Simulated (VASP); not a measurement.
The system is AlB2As3.

```
CELL_PARAMETERS angstrom
3.63648 0.00000 0.00000
-1.81824 3.14929 0.00000
0.00000 0.00000 17.92933
ATOMIC_POSITIONS crystal
Al 0.33333 0.66667 0.00023
Al 0.66667 0.33333 0.50023
B 0.33333 0.66667 0.33356
B 0.33333 0.66667 0.66689
B 0.66667 0.33333 0.16689
B 0.66667 0.33333 0.83356
As 0.33333 0.66667 0.12511
As 0.33333 0.66667 0.45844
As 0.33333 0.66667 0.79177
As 0.66667 0.33333 0.29177
As 0.66667 0.33333 0.62511
As 0.66667 0.33333 0.95844
```

| Item | Value |
| --- | --- |
| Program | VASP 6.6.1 |
| Task | relaxation of cell and atoms |
| Functional | PBE |
| Potentials or basis | VASP PAW PBE potentials, release 64 (Al, B, As) |
| Cutoff | 600 eV |
| k mesh | 6 × 6 × 1 |
| Occupations | gaussian, width 0.1 eV |
| Spin | no spin polarisation |

At the start: pressure 3.0 GPa; volume 17.11 Å³/atom.

**Question.** How do energy, volume and symmetry change on relaxing?

**Answer.** Over 10 steps the energy falls by 168.0 meV/atom and the volume is 16.93 Å³/atom (-1.0 %); space group P6_3mc (No. 186, to 0.1 Å) before and after.

The path:
| step | energy change (eV) | largest force (eV/Å) | pressure (GPa) | volume (Å³) |
| --- | --- | --- | --- | --- |
| 1 | 0.0000 | 3.8200 | 2.97 | 205.33 |
| 2 | -1.4114 | 1.3047 | -3.66 | 214.90 |
| 3 | -1.4162 | 1.3588 | -3.96 | 215.52 |
| 4 | -1.8761 | 0.9819 | 0.04 | 204.34 |
| 5 | -1.8868 | 1.0393 | 0.87 | 202.48 |
| 6 | -2.0000 | 0.2830 | 0.82 | 201.43 |
| 7 | -2.0103 | 0.1726 | 0.78 | 201.68 |
| 8 | -2.0149 | 0.0673 | -0.42 | 204.04 |
| 9 | -2.0161 | 0.0544 | -0.05 | 203.29 |
| 10 | -2.0164 | 0.0148 | 0.01 | 203.22 |

Final structure:
```
CELL_PARAMETERS angstrom
3.58391 0.00000 0.00000
-1.79195 3.10376 0.00000
0.00000 0.00000 18.26901
ATOMIC_POSITIONS crystal
Al 0.33333 0.66667 0.00199
Al 0.66667 0.33333 0.50199
B 0.33333 0.66667 0.32755
B 0.33333 0.66667 0.67527
B 0.66667 0.33333 0.17527
B 0.66667 0.33333 0.82755
As 0.33333 0.66667 0.13816
As 0.33333 0.66667 0.44211
As 0.33333 0.66667 0.79091
As 0.66667 0.33333 0.29091
As 0.66667 0.33333 0.63816
As 0.66667 0.33333 0.94211
```
